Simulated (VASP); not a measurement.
A run of VASP 6.6.1 is set up as follows.

Contents of POSCAR:

```
SrO
1.0
    0.0321225000      2.5698000000      2.5698000000
    2.5698000000      0.0321225000      2.5698000000
    2.6019225000      2.6019225000      0.0000000000
Sr O
1 1
Direct
    0.0000000000      0.0000000000      0.0000000000
    0.5000000000      0.5000000000      0.5000000000
```

Contents of INCAR.step1:

```
PREC = Accurate ; ENCUT = 520
ISMEAR = 0 ; SIGMA = 0.05
LREAL = False ; LASPH = True
NELM = 100 ; NBANDS = 15
GGA = PE ; ALGO = Normal
EDIFF = 1E-4 ; LWAVE = True
LCHARG = False
```

File INCAR.step2:

```
PREC = Accurate ; ENCUT = 520
EDIFF = 1E-7 ; ISMEAR = 0
SIGMA = 0.05 ; LREAL = False
LASPH = True ; NELM = 100
ALGO = Normal ; ISIF = 2
LWAVE = False ; LCHARG = False
METAGGA = R2SCAN ; LMIXTAU = True
NBANDS = 15 ; ISTART = 1
```

Contents of KPOINTS:

```
Automatic mesh
0
Gamma
  8 8 8
```

Potentials or basis: VASP PAW PBE potentials, release 64 (Sr_sv, O).

The run is started by

```sh
$ cat potpaw_PBE.64/Sr_sv/POTCAR potpaw_PBE.64/O/POTCAR > POTCAR
$ cp INCAR.step1 INCAR
$ mpirun -np 1 vasp_std > vasp.out
$ cp INCAR.step2 INCAR
$ mpirun -np 1 vasp_std > vasp.out
```

Problem. Predict the band gap on the k mesh.

Solution. 3.71 eV (least direct gap 3.79 eV).

Problem. Predict the pressure.

Solution. 1.7 GPa.

Stress tensor (GPa, compression positive):
```
 1.69 -1.38  0.00
-1.38  1.69  0.00
 0.00  0.00  1.65
```

Caveat: the cell differs from its parent crystal (strain +0.0250 x Voigt [0, 0, 0, 0, 0, 1]); the PAW data sets were made with another functional, which shifts forces and pressure a little. A k mesh can miss the band edges.
